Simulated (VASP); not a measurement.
Set up this calculation in VASP 6.6.1, as the native input.

```yaml
Task: single point
Functional: PBE
Potentials_or_basis: VASP PAW PBE potentials, release 64 (Na_pv, Cl)
Cutoff: 520 eV
k_mesh: 8 × 8 × 8
Occupations: gaussian, width 0.05 eV
Spin: no spin polarisation
Dipole_correction: no
Further_INCAR_settings: ALGO = Normal; EDIFF = 1e-06; NBANDS = 14
```

The structure of NaCl lies in POSCAR:

```
NaCl
1.0
    3.3605613788      0.0000000000      0.0000000000
    0.0000000000      3.3605613788      0.0000000000
    0.0000000000      0.0000000000      3.3605613788
Na Cl
1 1
Direct
    0.0000000000      0.0000000000      0.0000000000
    0.5000000000      0.5000000000      0.5000000000
```

This cell differs from its parent crystal: volume scaled by 0.880.

The input as run:

INCAR

```
SYSTEM = NaCl
PREC = Accurate
ENCUT = 520
EDIFF = 1E-6
ISMEAR = 0
SIGMA = 0.05
LREAL = .FALSE.
LASPH = .TRUE.
NELM = 60
ALGO = Normal
ISIF = 2
LWAVE = .FALSE.
LCHARG = .FALSE.
GGA = PE
NBANDS = 14
```

KPOINTS

```
Automatic mesh
0
G
  8 8 8
  0 0 0
```

Potentials or basis: VASP PAW PBE potentials, release 64 (Na_pv, Cl).

Command:

```bash
$ cat potpaw_PBE.64/Na_pv/POTCAR potpaw_PBE.64/Cl/POTCAR > POTCAR
$ mpirun -np 1 vasp_std > vasp.out
```

It gave:

The pressure is 4.4 GPa. The band gap on the k mesh is 4.44 eV, indirect (least direct gap 5.04 eV).

Wall time 14 s on 1 thread of Intel(R) Xeon(R) 6975P-C (Granite Rapids), on a shared host, peak memory 0.15 GiB.
